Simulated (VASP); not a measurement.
# BaTiO3 (Pm-3m) in VASP: further runs

Aim: see how the results for BaTiO3 move with the level of theory and the settings. Levels: r2SCAN, PBE, LDA. Tasks: single point.

All numbers are computed with VASP 6.6.1; they aren't measurements. Logs are shortened: lines on timing, memory, paths and dates and some standing lists are left out, and cuts for length are marked.

### 1 The cell of the first run

Symmetry: Pm-3m, No. 221, cubic system. Conventional cell: a = 3.994 Å, b = 3.994 Å, c = 3.994 Å, α = 90.00°, β = 90.00°, γ = 90.00°. Ba (site symmetry m-3m) has 12 O at 2.82 Å and 8 Ti at 3.46 Å within 3.7 Å. Within 2.6 Å of Ti (site symmetry m-3m) lie 6 O at 2.00 Å. O (site symmetry 4/mmm) has 2 Ti at 2.00 Å within 2.6 Å.

### 2 Single point, r2SCAN

File POSCAR:

```
BaTiO3
1.0
    3.9940959787      0.0000000000      0.0000000000
    0.0000000000      3.9940959787      0.0000000000
    0.0000000000      0.0000000000      3.9940959787
Ba Ti O
1 1 3
Direct
    0.5000000000      0.5000000000      0.5000000000
    0.0000000000      0.0000000000      0.0000000000
    0.5000000000      0.0000000000      0.0000000000
    0.0000000000      0.5000000000      0.0000000000
    0.0000000000      0.0000000000      0.5000000000
```

File INCAR.step1:

```
SYSTEM = BaTiO3
PREC = Accurate
ENCUT = 1480
ISMEAR = -1
SIGMA = 0.02
LREAL = .False.
LASPH = .True.
NELM = 120
NBANDS = 28
GGA = PE
ALGO = Normal
EDIFF = 1E-5
LWAVE = .True.
LCHARG = .False.
GGA_COMPAT = .False.
```

File INCAR.step2:

```
SYSTEM = BaTiO3
PREC = Accurate
ENCUT = 1480
EDIFF = 1E-6
ISMEAR = -1
SIGMA = 0.02
LREAL = .False.
LASPH = .True.
NELM = 120
ALGO = Normal
ISIF = 2
LWAVE = .False.
LCHARG = .False.
METAGGA = R2SCAN
LMIXTAU = .True.
NBANDS = 28
ISTART = 1
GGA_COMPAT = .False.
```

File KPOINTS:

```
Automatic mesh
0
Gamma
  6 6 6
  0 0 0
```

Potentials or basis: VASP PAW PBE potentials, release 64 (Ba_sv, Ti_sv, O_h).

On the command line:

```bash
$ cat potpaw_PBE.64/Ba_sv/POTCAR potpaw_PBE.64/Ti_sv/POTCAR potpaw_PBE.64/O_h/POTCAR > POTCAR
$ cp INCAR.step1 INCAR
$ mpirun -np 1 vasp_std > vasp.out
$ cp INCAR.step2 INCAR
$ mpirun -np 1 vasp_std > vasp.out
```

OUTCAR:

```text
SYSTEM = BaTiO3
   PREC = Accurate
   ENCUT = 1480
   EDIFF = 1E-6
   ISMEAR = -1
   LREAL = .False.
   LASPH = .True.
   NELM = 120
   ISIF = 2
   METAGGA = R2SCAN
   ISTART = 1

 ion  position               nearest neighbor table
   1  0.500  0.500  0.500-   3 2.82   4 2.82   5 2.82   3 2.82   4 2.82   3 2.82   5 2.82   3 2.82
                             4 2.82   5 2.82   4 2.82   5 2.82   2 3.46   2 3.46   2 3.46   2 3.46
   2  0.000  0.000  0.000-   3 2.00   4 2.00   5 2.00   5 2.00   4 2.00   3 2.00   1 3.46   1 3.46
                             1 3.46   1 3.46   1 3.46   1 3.46   1 3.46   1 3.46
   3  0.500  0.000  0.000-   2 2.00   2 2.00   1 2.82   1 2.82   1 2.82   1 2.82
   4  0.000  0.500  0.000-   2 2.00   2 2.00   1 2.82   1 2.82   1 2.82   1 2.82
   5  0.000  0.000  0.500-   2 2.00   2 2.00   1 2.82   1 2.82   1 2.82   1 2.82

  LATTYP: Found a simple cubic cell.
 ALAT       =     3.9940959787

  Lattice vectors:

 A1 = (   3.9940959787,   0.0000000000,   0.0000000000)
 A2 = (   0.0000000000,   3.9940959787,   0.0000000000)
 A3 = (   0.0000000000,   0.0000000000,   3.9940959787)

Analysis of symmetry for initial positions (statically):
=====================================================================
 Subroutine PRICEL returns:
 Original cell was already a primitive cell.

 Routine SETGRP: Setting up the symmetry group for a
 simple cubic supercell.

 Subroutine GETGRP returns: Found 48 space group operations
 (whereof 48 operations were pure point group operations)
 out of a pool of 48 trial point group operations.

The static configuration has the point symmetry O_h .

Analysis of symmetry for dynamics (positions and initial velocities):
=====================================================================
 Subroutine PRICEL returns:
 Original cell was already a primitive cell.

 Routine SETGRP: Setting up the symmetry group for a
 simple cubic supercell.

 Subroutine GETGRP returns: Found 48 space group operations
 (whereof 48 operations were pure point group operations)
 out of a pool of 48 trial point group operations.

The dynamic configuration has the point symmetry O_h .

 Subroutine INISYM returns: Found 48 space group operations
 (whereof 48 operations are pure point group operations),
 and found     1 'primitive' translations

[... 94 lines left out ...]
   NELM   =    120;   NELMIN=  2; NELMDL=  0     # of ELM steps
   EDIFF  = 0.1E-05   stopping-criterion for ELM
   LREAL  =      F    real-space projection
   EDIFFG = 0.1E-04   stopping-criterion for IOM
   NSW    =      0    number of steps for IOM
   IBRION =     -1    ionic relax: 0-MD 1-quasi-New 2-CG
   NFREE  =      0    steps in history (QN), initial steepest desc. (CG)
   ISIF   =      2    stress and relaxation
   ISYM   =      2    0-nonsym 1-usesym 2-fastsym
   POTIM  = 0.5000    time-step for ionic-motion
   TEBEG  =    0.0;   TEEND  =   0.0 temperature during run
   PSTRESS=    0.0 pullay stress
   NELECT =      40.0000    total number of electrons
   NUPDOWN=      -1.0000    fix difference up-down
   EMIN   =  10.00;   EMAX   =-10.00  energy-range for DOS
   EFERMI =   0.00;   METHOD = LEGACY
   ISMEAR =    -1;   SIGMA  =   0.02  broadening in eV -4-tet -1-fermi 0-gaus
   EFERMI_NEDOS =   21; number of points for ismear=-14 and -15
   IALGO  =     38    algorithm
   IMIX   =      4    mixing-type and parameters
     AMIX     =   0.40;   BMIX     =  1.00
     AMIX_MAG =   1.60;   BMIX_MAG =  1.00
  volume/ion in A,a.u.               =      12.74        86.00
  Fermi-wavevector in a.u.,A,eV,Ry     =   1.401769  2.648959 26.734839  1.964955
  Thomas-Fermi vector in A             =   2.524597
   LORBIT       =      0    0 simple, 1 ext, 2 COOP (PROOUT), +10 PAW based schemes
   METAGGA = R2SCAN    functional components
   LHFCALC =     F    Hartree Fock is set to
   AEXX    =    0.0000 exact exchange contribution
   IVDW    =     0    specifies the selected vdW correction
   LEPSILON=     F    determine dielectric tensor
   LRPA    =     F    only Hartree local field effects (RPA)
 non-spin polarized calculation
  energy-cutoff  :     1480.00
  volume of cell :       63.72
 maximum number of plane-waves:      8262
   NGX = 25   NGY = 25   NGZ = 25

 number of electron      40.0000000 magnetization

 Free energy of the ion-electron system (eV)
  ---------------------------------------------------
  ext. energy  EPLUGINS =         0.00000000
  ---------------------------------------------------
  free energy    TOTEN  =       -74.27496526 eV

  energy without entropy =      -74.27496526  energy(sigma->0) =      -74.27496526

 E-fermi :   4.5670     XC(G=0): -11.9585

 val. band max:        3.9345651948   @ k =   0.5000   0.5000   0.5000
 cond. band min:       6.0915019256   @ k =   0.0000   0.0000   0.0000
 fundamental gap:      2.1569367308
 Fermi energy:         4.5669939544

 k-point     1 :       0.0000    0.0000    0.0000
  band No.  band energies     occupation
      1     -54.9144      2.00000
      2     -30.0764      2.00000
      3     -30.0764      2.00000
      4     -30.0764      2.00000
      5     -21.5160      2.00000
      6     -13.9349      2.00000
[... 609 lines left out ...]
     27      12.1087      0.00000
     28      12.1087      0.00000

------------------------ aborting loop because EDIFF is reached ----------------------------------------

  FORCE on cell =-STRESS in cart. coord.  units (eV):
  Direction    XX          YY          ZZ          XY          YZ          ZX
  --------------------------------------------------------------------------------------
  -------------------------------------------------------------------------------------
  Total        0.6776280      0.6776280      0.6776280      0.0000000     -0.0000000      0.0000000
  in kB       17.0390926     17.0390926     17.0390926      0.0000000     -0.0000000      0.0000000
  external PRESSURE =      17.0390926 kB  Pullay stress =       0.0000000 kB

 VOLUME and BASIS-vectors are now :
 -----------------------------------------------------------------------------
  energy-cutoff  :     1480.00
  volume of cell :       63.72
      direct lattice vectors                 reciprocal lattice vectors
     3.994095979  0.000000000  0.000000000     0.250369547  0.000000000  0.000000000
     0.000000000  3.994095979  0.000000000     0.000000000  0.250369547  0.000000000
     0.000000000  0.000000000  3.994095979     0.000000000  0.000000000  0.250369547

 POSITION                                       TOTAL-FORCE (eV/Angst)
 -----------------------------------------------------------------------------------
      1.99705      1.99705      1.99705         0.000000      0.000000      0.000000
      0.00000      0.00000      0.00000         0.000000      0.000000      0.000000
      1.99705      0.00000      0.00000         0.000000      0.000000      0.000000
      0.00000      1.99705      0.00000         0.000000      0.000000      0.000000
      0.00000      0.00000      1.99705         0.000000      0.000000      0.000000
 -----------------------------------------------------------------------------------
    total drift:                                0.000000      0.000000     -0.000000

  FREE ENERGIE OF THE ION-ELECTRON SYSTEM (eV)
  ---------------------------------------------------
  free  energy   TOTEN  =       -74.2749652614 eV

  energy  without entropy=      -74.2749652614  energy(sigma->0) =      -74.27496526
```

OUTCAR.step1:

```text
SYSTEM = BaTiO3
   PREC = Accurate
   ENCUT = 1480
   ISMEAR = -1
   LREAL = .False.
   LASPH = .True.
[... 846 lines left out ...]
      1.99705      0.00000      0.00000         0.000000      0.000000      0.000000
      0.00000      1.99705      0.00000         0.000000      0.000000      0.000000
      0.00000      0.00000      1.99705         0.000000      0.000000      0.000000
 -----------------------------------------------------------------------------------
    total drift:                                0.000000      0.000000     -0.000000

  FREE ENERGIE OF THE ION-ELECTRON SYSTEM (eV)
  ---------------------------------------------------
  free  energy   TOTEN  =       -39.9828173251 eV

  energy  without entropy=      -39.9828173251  energy(sigma->0) =      -39.98281733
```

Run time: 6.1 min. Hardware: 1 thread of Intel Xeon Platinum 8559C (Emerald Rapids), shared host; peak memory 0.52 GiB.

What came out:

| Item | Value |
| --- | --- |
| Free energy | -74.2750 eV |
| Pressure | 1.7 GPa |
| Band gap on the k mesh | 2.16 eV (least direct gap 2.30 eV) |

Caveat: the PAW data sets were made with another functional, which shifts forces and pressure a little; spin-orbit coupling is left out, which moves the levels of the heavy elements. r2SCAN opens gaps a little over a GGA but as a rule still falls short of measured ones.

### 3 Single point, r2SCAN

POSCAR is that of step 2.

File INCAR.step1:

```
ALGO = Normal ; EDIFF = 1E-5
ENCUT = 1480 ; GGA = PE
GGA_COMPAT = F ; ISMEAR = 0
LASPH = T ; LCHARG = F
LREAL = F ; LWAVE = T
NBANDS = 28 ; NELM = 120
PREC = Accurate ; SIGMA = 0.01
```

File INCAR.step2:

```
ALGO = Normal ; EDIFF = 1E-6
ENCUT = 1480 ; GGA_COMPAT = F
ISIF = 2 ; ISMEAR = 0
ISTART = 1 ; LASPH = T
LCHARG = T ; LELF = T
LMIXTAU = T ; LREAL = F
LVHAR = T ; LWAVE = F
METAGGA = R2SCAN ; NBANDS = 28
NELM = 120 ; PREC = Accurate
SIGMA = 0.01
```

File KPOINTS:

```
k-points
0
Gamma
  6 6 6
```

Potentials or basis: VASP PAW PBE potentials, release 64 (Ba_sv, Ti_sv, O_h).

On the command line:

```bash
$ cat potpaw_PBE.64/Ba_sv/POTCAR potpaw_PBE.64/Ti_sv/POTCAR potpaw_PBE.64/O_h/POTCAR > POTCAR
$ cp INCAR.step1 INCAR
$ mpirun -np 1 vasp_std > vasp.out
$ cp INCAR.step2 INCAR
$ mpirun -np 1 vasp_std > vasp.out
```

Wall time 7.1 min (1 thread of Intel Xeon Platinum 8488C (Sapphire Rapids), shared host); peak memory 0.52 GiB.

The run converged. Its results:

```
Free energy            : -74.2750 eV
Pressure               : 1.7 GPa
Band gap on the k mesh : 2.16 eV (least direct gap 2.30 eV)
```

Levels at points of the mesh, in eV from the valence-band top:
```
           k point  band 16  band 17  band 18  band 19  band 20  band 21  band 22  band 23  band 24  band 25
(0.00, 0.00, 0.00)    -1.13    -1.13    -0.15    -0.15    -0.15     2.16     2.16     2.16     4.22     4.22
(0.50, 0.00, 0.00)    -1.94    -1.83    -1.83    -0.74    -0.74     2.31     3.89     3.89     4.23     6.38
(0.50, 0.50, 0.00)    -2.70    -1.77    -0.88    -0.88    -0.09     3.90     3.90     4.34     5.15     8.17
(0.50, 0.50, 0.50)    -2.42    -2.42     0.00     0.00     0.00     4.59     4.59     4.59     7.45     7.45
```

Caveat: the PAW data sets were made with another functional, which shifts forces and pressure a little; spin-orbit coupling is left out, which moves the levels of the heavy elements. r2SCAN opens gaps a little over a GGA but as a rule still falls short of measured ones.

(Continued in part 2 of 2.)
